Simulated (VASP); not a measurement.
## Ti: single point with LDA

Ti:

```
Ti
1.0
     2.86387    0.00000    0.00000
    -1.43193    2.48018    0.00000
     0.00000    0.00000    4.53999
Ti
2
Direct
  0.33333 0.66667 0.25000
  0.66667 0.33333 0.75000
```

```
Program                : VASP 6.6.1
Task                   : single point
Functional             : LDA
Potentials or basis    : VASP PAW LDA potentials, release 64 (Ti_sv)
Cutoff                 : 520 eV
k mesh                 : 13 × 13 × 7
Occupations            : methfessel-paxton, width 0.1 eV
Spin                   : no spin polarisation
Dipole correction      : no
Further INCAR settings : ALGO = Normal; EDIFF = 1e-07; NBANDS = 19
```

| Property | Result |
| --- | --- |
| Pressure | -0.3 GPa |
| Band gap on the k mesh | zero (band 12 reaches 9.68 eV, above the bottom of band 13 at 8.59 eV) |

Stress tensor (GPa, compression positive):
```
-0.52  0.00  0.00
 0.00 -0.52  0.00
 0.00  0.00  0.10
```

Levels at points of the mesh, in eV from the Fermi level:
```csv
k point,band 8,band 9,band 10,band 11,band 12,band 13,band 14,band 15,band 16,band 17
"(0.00, 0.00, 0.00)",-32.19,-6.32,-2.89,0.75,0.75,0.89,1.07,1.31,1.31,1.69
```

It took 29 s on 1 thread of Intel(R) Xeon(R) Platinum 8488C (Sapphire Rapids), on a shared host, peak memory 0.14 GiB.
